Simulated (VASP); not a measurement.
# MnO (P6_3mc) in VASP: single point with LDA+U

Aim: the single point of MnO with LDA+U.

All numbers are computed with VASP 6.6.1; they aren't measurements. Logs are shortened: lines on timing, memory, paths and dates and some standing lists are left out, and cuts for length are marked.

## Step 1: The cell of the first run

It takes space group P6_3mc (No. 186, hexagonal). Conventional cell: a = 3.372 Å, b = 3.372 Å, c = 5.385 Å, α = 90.00°, β = 90.00°, γ = 120.00°. Within 2.6 Å of Mn (site symmetry 3m) lie 4 O at 1.96 to 2.08 Å. O (site symmetry 3m) has 4 Mn at 1.96 to 2.08 Å within 2.6 Å.

## Step 2: Single point, LDA+U, collinear spin, antiferromagnetic start

Input file INCAR:

```
SYSTEM = MnO
PREC = Accurate
ENCUT = 520
EDIFF = 1E-6
ISMEAR = 0
SIGMA = 0.05
LREAL = .False.
LASPH = .True.
NELM = 150
ALGO = Normal
ISIF = 2
LWAVE = .False.
LCHARG = .True.
ISPIN = 2
MAGMOM = 4.1 -4.1 -0.09 0.09
LORBIT = 11
LMAXMIX = 4
LDAU = .True.
LDAUTYPE = 2
LDAUL = 2 -1
LDAUU = 1 0
LDAUJ = 0 0
LDAUPRINT = 1
LELF = .True.
LVHAR = .True.
NBANDS = 31
```

Input file KPOINTS:

```
Automatic mesh
0
Gamma
  6 6 4
  0 0 0
```

Input file POSCAR:

```
MnO
1.0
    3.3717001900      0.0000000000      0.0000000000
   -1.6858500900      2.9199780200      0.0000000000
    0.0000000000      0.0000000000      5.3854988200
Mn O
2 2
Direct
    0.3333333333      0.6666666667      0.0109600000
    0.6666666667      0.3333333333      0.5109600000
    0.3333333333      0.6666666667      0.3754700000
    0.6666666667      0.3333333333      0.8754700000
```

Potentials or basis: VASP PAW LDA potentials, release 64 (Mn_pv, O).

Command:

```
$ cat potpaw_LDA.64/Mn_pv/POTCAR potpaw_LDA.64/O/POTCAR > POTCAR
$ mpirun -np 1 vasp_std > vasp.out
```

OUTCAR:

```text
SYSTEM = MnO
   PREC = Accurate
   ENCUT = 520
   EDIFF = 1E-6
   ISMEAR = 0
   LREAL = .False.
   LASPH = .True.
   NELM = 150
   ISIF = 2
   ISPIN = 2
   LORBIT = 11

 ion  position               nearest neighbor table
   1  0.333  0.667  0.011-   3 1.96   4 2.08   4 2.08   4 2.08
   2  0.667  0.333  0.511-   4 1.96   3 2.08   3 2.08   3 2.08
   3  0.333  0.667  0.375-   1 1.96   2 2.08   2 2.08   2 2.08
   4  0.667  0.333  0.875-   2 1.96   1 2.08   1 2.08   1 2.08

  LATTYP: Found a hexagonal cell.
 ALAT       =     3.3717001900
 C/A-ratio  =     1.5972650344

  Lattice vectors:

 A1 = (   3.3717001900,   0.0000000000,   0.0000000000)
 A2 = (  -1.6858500900,   2.9199780200,   0.0000000000)
 A3 = (   0.0000000000,   0.0000000000,   5.3854988200)

Analysis of symmetry for initial positions (statically):
=====================================================================
 Subroutine PRICEL returns:
 Original cell was already a primitive cell.

 Routine SETGRP: Setting up the symmetry group for a
 hexagonal supercell.

 Subroutine GETGRP returns: Found 12 space group operations
 (whereof  6 operations were pure point group operations)
 out of a pool of 24 trial point group operations.

The static configuration has the point symmetry C_3v.
 The point group associated with its full space group is C_6v.

Analysis of symmetry for dynamics (positions and initial velocities):
=====================================================================
 Subroutine PRICEL returns:
 Original cell was already a primitive cell.

 Routine SETGRP: Setting up the symmetry group for a
 hexagonal supercell.

 Subroutine GETGRP returns: Found 12 space group operations
 (whereof  6 operations were pure point group operations)
 out of a pool of 24 trial point group operations.

The dynamic configuration has the point symmetry C_3v.
 The point group associated with its full space group is C_6v.

Analysis of structural, dynamic, and magnetic symmetry:
=====================================================================
 Subroutine PRICEL returns:
 Original cell was already a primitive cell.

 Routine SETGRP: Setting up the symmetry group for a
 hexagonal supercell.

 Subroutine GETGRP returns: Found 12 space group operations
 (whereof  6 operations were pure point group operations)
 out of a pool of 24 trial point group operations.

The overall configuration has the point symmetry C_3v.
 The point group associated with its full space group is C_6v.

 Subroutine INISYM returns: Found 12 space group operations
 (whereof  6 operations are pure point group operations),
 and found     1 'primitive' translations

----------------------------------------------------------------------------------------

                                     Primitive cell

  volume of cell :      53.0218

  direct lattice vectors                    reciprocal lattice vectors
     3.371700190  0.000000000  0.000000000     0.296586275  0.171234165  0.000000000
    -1.685850090  2.919978020  0.000000000     0.000000000  0.342468331  0.000000000
     0.000000000  0.000000000  5.385498820     0.000000000  0.000000000  0.185683821

  length of vectors
     3.371700190  3.371700189  5.385498820     0.342468331  0.342468331  0.185683821

  position of ions in fractional coordinates (direct lattice)
     0.333333333  0.666666667  0.010960000
     0.666666667  0.333333333  0.510960000
     0.333333333  0.666666667  0.375470000
     0.666666667  0.333333333  0.875470000

  ion indices of the primitive-cell ions
   primitive index   ion index
                 1           1
                 2           2
                 3           3
                 4           4

----------------------------------------------------------------------------------------

 KPOINTS: Automatic mesh

Automatic generation of k-mesh.
 Grid dimensions read from file:
 generate k-points for:    6    6    4

 Generating k-lattice:

  Cartesian coordinates                     Fractional coordinates (reciprocal lattice)
     0.049431046  0.028539028  0.000000000     0.166666667  0.000000000  0.000000000
     0.000000000  0.057078055  0.000000000     0.000000000  0.166666667  0.000000000
     0.000000000  0.000000000  0.046420955     0.000000000  0.000000000  0.250000000

  Length of vectors
     0.057078055  0.057078055  0.046420955

[... 86 lines left out ...]
  energy-cutoff  :      520.00
  volume of cell :       53.02
 maximum number of plane-waves:      1448
 NGX is ok and might be reduce to    28
   NGX = 13   NGY = 13   NGZ = 21

 number of electron      38.0000000 magnetization       0.0000000

atom =   1  type =  1  l = 2

 onsite density matrix

spin component  1

  0.9253  0.0000 -0.0000 -0.0005  0.0000
  0.0000  0.9240 -0.0000  0.0000 -0.0005
 -0.0000 -0.0000  0.9032  0.0000  0.0000
 -0.0005  0.0000  0.0000  0.9240 -0.0000
  0.0000 -0.0005  0.0000 -0.0000  0.9253

spin component  2

  0.0704 -0.0000 -0.0000  0.0233 -0.0000
 -0.0000  0.0711  0.0000  0.0000  0.0233
 -0.0000  0.0000  0.1261 -0.0000  0.0000
  0.0233  0.0000 -0.0000  0.0711  0.0000
 -0.0000  0.0233  0.0000  0.0000  0.0704

 occupancies and eigenvectors

  o =  0.0475  v =  0.0000  0.0000  0.0000  0.0000  0.0000 -0.5721 -0.4181 -0.0000  0.5636  0.4245      0.0000  0.0000  0.0000  0.0000  0.0000  0.0000  0.0000  0.0000  0.0000  0.0000
  o =  0.0475  v =  0.0000  0.0000  0.0000  0.0000  0.0000 -0.4245  0.5636 -0.0000  0.4181 -0.5721      0.0000  0.0000  0.0000  0.0000  0.0000  0.0000  0.0000  0.0000  0.0000  0.0000
  o =  0.0940  v =  0.0000  0.0000  0.0000  0.0000  0.0000 -0.5636  0.4245 -0.0000 -0.5721  0.4181      0.0000  0.0000  0.0000  0.0000  0.0000  0.0000  0.0000  0.0000  0.0000  0.0000
  o =  0.0940  v =  0.0000  0.0000  0.0000  0.0000  0.0000 -0.4181 -0.5721 -0.0000 -0.4245 -0.5636      0.0000  0.0000  0.0000  0.0000  0.0000  0.0000  0.0000  0.0000  0.0000  0.0000
  o =  0.1261  v =  0.0000  0.0000  0.0000  0.0000  0.0000 -0.0000  0.0000  1.0000 -0.0000  0.0000      0.0000  0.0000  0.0000  0.0000  0.0000  0.0000  0.0000  0.0000  0.0000  0.0000
  o =  0.9032  v =  0.0000 -0.0000  1.0000  0.0000 -0.0000  0.0000  0.0000  0.0000  0.0000  0.0000      0.0000  0.0000  0.0000  0.0000  0.0000  0.0000  0.0000  0.0000  0.0000  0.0000
  o =  0.9238  v =  0.2473 -0.5669 -0.0000  0.7641 -0.1835  0.0000  0.0000  0.0000  0.0000  0.0000      0.0000  0.0000  0.0000  0.0000  0.0000  0.0000  0.0000  0.0000  0.0000  0.0000
  o =  0.9238  v = -0.1835 -0.7641  0.0000 -0.5669 -0.2473  0.0000  0.0000  0.0000  0.0000  0.0000      0.0000  0.0000  0.0000  0.0000  0.0000  0.0000  0.0000  0.0000  0.0000  0.0000
  o =  0.9255  v =  0.7641  0.1835 -0.0000 -0.2473 -0.5669  0.0000  0.0000  0.0000  0.0000  0.0000      0.0000  0.0000  0.0000  0.0000  0.0000  0.0000  0.0000  0.0000  0.0000  0.0000
  o =  0.9255  v = -0.5669  0.2473  0.0000  0.1835 -0.7641  0.0000  0.0000  0.0000  0.0000  0.0000      0.0000  0.0000  0.0000  0.0000  0.0000  0.0000  0.0000  0.0000  0.0000  0.0000

atom =   2  type =  1  l = 2

 onsite density matrix

spin component  1

  0.0704  0.0000 -0.0000 -0.0233 -0.0000
  0.0000  0.0711 -0.0000  0.0000 -0.0233
 -0.0000 -0.0000  0.1261  0.0000  0.0000
 -0.0233  0.0000  0.0000  0.0711 -0.0000
 -0.0000 -0.0233  0.0000 -0.0000  0.0704

spin component  2

  0.9253 -0.0000 -0.0000  0.0005  0.0000
 -0.0000  0.9240  0.0000  0.0000  0.0005
 -0.0000  0.0000  0.9032 -0.0000  0.0000
  0.0005  0.0000 -0.0000  0.9240  0.0000
  0.0000  0.0005  0.0000  0.0000  0.9253

 occupancies and eigenvectors

  o =  0.0475  v = -0.5721  0.4181 -0.0000 -0.5636  0.4245  0.0000  0.0000  0.0000  0.0000  0.0000      0.0000  0.0000  0.0000  0.0000  0.0000  0.0000  0.0000  0.0000  0.0000  0.0000
  o =  0.0475  v = -0.4245 -0.5636 -0.0000 -0.4181 -0.5721  0.0000  0.0000  0.0000  0.0000  0.0000      0.0000  0.0000  0.0000  0.0000  0.0000  0.0000  0.0000  0.0000  0.0000  0.0000
  o =  0.0940  v = -0.5636 -0.4245 -0.0000  0.5721  0.4181  0.0000  0.0000  0.0000  0.0000  0.0000      0.0000  0.0000  0.0000  0.0000  0.0000  0.0000  0.0000  0.0000  0.0000  0.0000
  o =  0.0940  v = -0.4181  0.5721 -0.0000  0.4245 -0.5636  0.0000  0.0000  0.0000  0.0000  0.0000      0.0000  0.0000  0.0000  0.0000  0.0000  0.0000  0.0000  0.0000  0.0000  0.0000
  o =  0.1261  v = -0.0000 -0.0000  1.0000  0.0000  0.0000  0.0000  0.0000  0.0000  0.0000  0.0000      0.0000  0.0000  0.0000  0.0000  0.0000  0.0000  0.0000  0.0000  0.0000  0.0000
  o =  0.9032  v =  0.0000  0.0000  0.0000  0.0000  0.0000  0.0000  0.0000  1.0000 -0.0000 -0.0000      0.0000  0.0000  0.0000  0.0000  0.0000  0.0000  0.0000  0.0000  0.0000  0.0000
  o =  0.9238  v =  0.0000  0.0000  0.0000  0.0000  0.0000  0.2473  0.5669 -0.0000 -0.7641 -0.1835      0.0000  0.0000  0.0000  0.0000  0.0000  0.0000  0.0000  0.0000  0.0000  0.0000
  o =  0.9238  v =  0.0000  0.0000  0.0000  0.0000  0.0000 -0.1835  0.7641  0.0000  0.5669 -0.2473      0.0000  0.0000  0.0000  0.0000  0.0000  0.0000  0.0000  0.0000  0.0000  0.0000
  o =  0.9255  v =  0.0000  0.0000  0.0000  0.0000  0.0000  0.7641 -0.1835 -0.0000  0.2473 -0.5669      0.0000  0.0000  0.0000  0.0000  0.0000  0.0000  0.0000  0.0000  0.0000  0.0000
  o =  0.9255  v =  0.0000  0.0000  0.0000  0.0000  0.0000 -0.5669 -0.2473  0.0000 -0.1835 -0.7641      0.0000  0.0000  0.0000  0.0000  0.0000  0.0000  0.0000  0.0000  0.0000  0.0000

 number of electron      38.0000000 magnetization      -0.0000000

 Free energy of the ion-electron system (eV)
  ---------------------------------------------------
  ext. energy  EPLUGINS =         0.00000000
  ---------------------------------------------------
  free energy    TOTEN  =       -34.71503543 eV

  energy without entropy =      -34.71438652  energy(sigma->0) =      -34.71471098

 E-fermi :   4.7698     XC(G=0): -11.1281

 val. band max:        4.7563790510   @ k =   0.0000   0.0000   0.5000
 cond. band min:       5.4001902358   @ k =   0.0000   0.0000   0.2500
 fundamental gap:      0.6438111848
 Fermi energy:         4.7698195029

 spin component 1

 k-point     1 :       0.0000    0.0000    0.0000
  band No.  band energies     occupation
      1     -44.4021      1.00000
      2     -44.4021      1.00000
      3     -44.3723      1.00000
      4     -40.2076      1.00000
      5     -40.1797      1.00000
      6     -40.1797      1.00000
[... 703 lines left out ...]
     30      14.1576      0.00000
     31      18.5553      0.00000
 Fermi energy:         4.7698195029

 spin component 2

 k-point     1 :       0.0000    0.0000    0.0000
  band No.  band energies     occupation
      1     -44.4021      1.00000
      2     -44.4021      1.00000
      3     -44.3723      1.00000
      4     -40.2076      1.00000
      5     -40.1797      1.00000
      6     -40.1797      1.00000
[... 703 lines left out ...]
     30      14.1576      0.00000
     31      18.5553      0.00000

------------------------ aborting loop because EDIFF is reached ----------------------------------------

  FORCE on cell =-STRESS in cart. coord.  units (eV):
  Direction    XX          YY          ZZ          XY          YZ          ZX
  --------------------------------------------------------------------------------------
  -------------------------------------------------------------------------------------
  Total       -2.9287454     -2.9287454     -2.8373709     -0.0000000     -0.0000000      0.0000000
  in kB      -88.4988718    -88.4988719    -85.7377769     -0.0000002     -0.0000000      0.0000000
  external PRESSURE =     -87.5785069 kB  Pullay stress =       0.0000000 kB

 VOLUME and BASIS-vectors are now :
 -----------------------------------------------------------------------------
  energy-cutoff  :      520.00
  volume of cell :       53.02
      direct lattice vectors                 reciprocal lattice vectors
     3.371700190  0.000000000  0.000000000     0.296586275  0.171234165  0.000000000
    -1.685850090  2.919978020  0.000000000     0.000000000  0.342468331  0.000000000
     0.000000000  0.000000000  5.385498820     0.000000000  0.000000000  0.185683821

 POSITION                                       TOTAL-FORCE (eV/Angst)
 -----------------------------------------------------------------------------------
      0.00000      1.94665      0.05903         0.000000      0.000000     -0.094882
      1.68585      0.97333      2.75177         0.000000      0.000000     -0.094882
      0.00000      1.94665      2.02209        -0.000000      0.000000      0.094882
      1.68585      0.97333      4.71484        -0.000000      0.000000      0.094882
 -----------------------------------------------------------------------------------
    total drift:                               -0.000000     -0.000000      0.001527

  FREE ENERGIE OF THE ION-ELECTRON SYSTEM (eV)
  ---------------------------------------------------
  free  energy   TOTEN  =       -34.7150354266 eV

  energy  without entropy=      -34.7143865249  energy(sigma->0) =      -34.71471098

 total charge

# of ion       s       p       d       tot
------------------------------------------
    1        0.242   6.227   4.988  11.457
    2        0.242   6.227   4.988  11.457
    3        1.541   3.430   0.000   4.971
    4        1.541   3.430   0.000   4.971
--------------------------------------------------
tot          3.565  19.314   9.976  32.855

 magnetization (x)

# of ion       s       p       d       tot
------------------------------------------
    1        0.020   0.043   4.185   4.249
    2       -0.020  -0.043  -4.185  -4.249
    3       -0.009  -0.070   0.000  -0.078
    4        0.009   0.070   0.000   0.078
--------------------------------------------------
tot          0.000   0.000   0.000   0.000
```

Wall time 60 s (1 thread of Intel Xeon Platinum 8375C at 2.90GHz (Ice Lake), shared host); peak memory 0.18 GiB.

What came out:

```yaml
Free_energy: -34.7150 eV
Pressure: -8.8 GPa
Largest_force: 0.095 eV/Å
Band_gap_on_the_k_mesh: zero (filled and empty bands overlap)
Net_moment: 0.00 μB per cell
Site_moments: Mn +4.25, -4.25; O -0.08, +0.08 μB
Valence_electrons_inside_the_program's_atomic_spheres: Mn 11.46; O 4.97
```

Forces in eV/Å, atoms in the order of the input:
```
Mn   0.000  0.000 -0.095
Mn   0.000  0.000 -0.095
O    0.000  0.000  0.095
O    0.000  0.000  0.095
```

Eigenvalues of the final occupation matrices:
```
    site  spin  trace               eigenvalues
site 1 d     1   4.60  0.90 0.92 0.92 0.93 0.93
site 1 d     2   0.41  0.05 0.05 0.09 0.09 0.13
site 2 d     1   0.41  0.05 0.05 0.09 0.09 0.13
site 2 d     2   4.60  0.90 0.92 0.92 0.93 0.93
```
